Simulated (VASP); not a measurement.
Write the native input for VASP 6.6.1 that does the following.

```yaml
Task: single point
Functional: PBEsol
Potentials_or_basis: VASP PAW PBE potentials, release 64 (Sn_d, O)
Cutoff: 520 eV
k_mesh: 12 × 12 × 10
Occupations: fermi-dirac, width 0.15 eV
Spin: no spin polarisation
Dipole_correction: no
Further_INCAR_settings: ALGO = Normal; EDIFF = 1e-07; NBANDS = 28
```

The structure of SnO lies in POSCAR:

```
SnO
1.0
    3.7160295289      0.0000000000      0.0000000000
    0.0000000000      3.7160295289      0.0000000000
    0.0000000000      0.0000000000      4.3690863263
Sn O
2 2
Direct
    0.0000000000      0.5000000000      0.2656936372
    0.5000000000      0.0000000000      0.7343063628
    0.0000000000      0.0000000000      0.0000000000
    0.5000000000      0.5000000000      0.0000000000
```

These files were run (other wordings do the same):

INCAR

```
PREC     = Accurate       # precision mode
ENCUT    = 520            # plane-wave cutoff, eV
EDIFF    = 1E-7           # SCF threshold, eV
ISMEAR   = -1             # smearing method
SIGMA    = 0.15           # smearing width, eV
LREAL    = F              # projectors in reciprocal space
LASPH    = T              # aspherical terms in the spheres
NELM     = 80             # most SCF steps
ALGO     = Normal         # electronic algorithm
ISIF     = 2              # what is computed and relaxed
LWAVE    = F              # write WAVECAR
LCHARG   = F              # write CHGCAR
GGA      = PS             # functional
NBANDS   = 28             # bands
```

KPOINTS

```
regular mesh
0
Gamma
  12 12 10
```

Potentials or basis: VASP PAW PBE potentials, release 64 (Sn_d, O).

Run with:

```bash
$ cat potpaw_PBE.64/Sn_d/POTCAR potpaw_PBE.64/O/POTCAR > POTCAR
$ mpirun -np 1 vasp_std > vasp.out
```

Results of the run:

```
Pressure               : 7.3 GPa
Largest force          : 0.092 eV/Å
Band gap on the k mesh : zero (bands 20 and 21 overlap by 0.93 eV)
```

Caveat: the cell stands under pressure; the PAW data sets were made with another functional, which shifts forces and pressure a little; spin-orbit coupling is left out, which moves the levels of the heavy elements.

It took 3.5 min on 1 thread of AMD EPYC 7R13, with other jobs on the host, peak memory 0.34 GiB.
